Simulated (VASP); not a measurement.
Here is a VASP 6.6.1 calculation.

INCAR

```
SYSTEM = Zr2Si3
  PREC = Accurate
  ENCUT = 520
  EDIFF = 1E-6
  ISMEAR = 0
  SIGMA = 0.1
  LREAL = .False.
  LASPH = .True.
  NELM = 150
  ALGO = Normal
  ISIF = 2
  LWAVE = .False.
  LCHARG = .False.
  ISPIN = 2
  MAGMOM = 0 0.9 0 0 0
  LORBIT = 11
  LMAXMIX = 4
  GGA = PE
  NBANDS = 30
```

The input KPOINTS:

```
Automatic mesh
0
Gamma
  8 8 8
  0 0 0
```

The input POSCAR:

```
Zr2Si3
1.0
    4.8690945949      0.0000000000      0.0000000000
    0.0000000000      4.8690945949      0.0000000000
    0.0000000000      0.0000000000      4.8690945949
Zr Si
2 3
Direct
    0.0000000000      0.0000000000      0.0000000000
    0.5000000000      0.5000000000      0.5000000000
    0.5000000000      0.0000000000      0.0000000000
    0.0000000000      0.5000000000      0.0000000000
    0.0000000000      0.0000000000      0.5000000000
```

Potentials or basis: VASP PAW PBE potentials, release 64 (Zr_sv, Si).

Command:

```sh
$ cat potpaw_PBE.64/Zr_sv/POTCAR potpaw_PBE.64/Si/POTCAR > POTCAR
$ mpirun -np 1 vasp_std > vasp.out
```

Task: Estimate the site moments.

Result: Zr +0.01, +0.31; Si -0.00 μB.

Task: Estimate the net moment.

Result: 0.49 μB per cell.

Task: What does it give for the pressure?

Result: 0.0 GPa.

Caveat: a moment this small can come from the mesh or the smearing.
